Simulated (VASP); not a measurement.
Ru: electric field gradients with PBE

The system is Ru.

```xyz
2
Lattice="2.7226 0.0000 0.0000 -1.3613 2.3579 0.0000 0.0000 0.0000 4.2885" Properties=species:S:1:pos:R:3 pbc="T T T"
Ru    0.0000    1.5719    1.0721
Ru    1.3613    0.7860    3.2164
```

| Item | Value |
| --- | --- |
| Program | VASP 6.6.1 |
| Task | electric field gradients |
| Functional | PBE |
| Potentials or basis | VASP PAW PBE potentials, release 64 (Ru_pv) |
| Cutoff | 520 eV |
| k mesh | 16 × 16 × 9 |
| Occupations | fermi-dirac, width 0.05 eV |
| Spin | non-collinear spin, zero start, spin-orbit coupling |
| Starting moments | [[0.0, 0.0, 0.0], [0.0, 0.0, 0.0]] μB |
| Dipole correction | no |
| Further INCAR settings | ALGO = Normal; EDIFF = 1e-08; NBANDS = 40 |

- Pressure: 0.1 GPa
- Net moment: 0.00 μB per cell
- Largest electric field gradient by atom: Ru -16.1 V/Å²
- Valence electrons inside the program's atomic spheres: Ru 12.64

Moments on the atoms (μB; x, y, z):
```
Ru  0.00 0.00 0.00
Ru  0.00 0.00 0.00
```

Electric field gradients, principal values (V/Å²):
```tsv
atom	least	middle	greatest (by size)
1 Ru	8.056	8.061	-16.117
2 Ru	8.056	8.061	-16.117
```

Run time: 4.5 min on 1 thread of Oxide Virtual Turin-like Processor, with other jobs on the host, peak memory 0.31 GiB.

Caveat: without QUAD_EFG the Cq values of the log hold for a quadrupole moment of 1 mb, not for the nuclei.
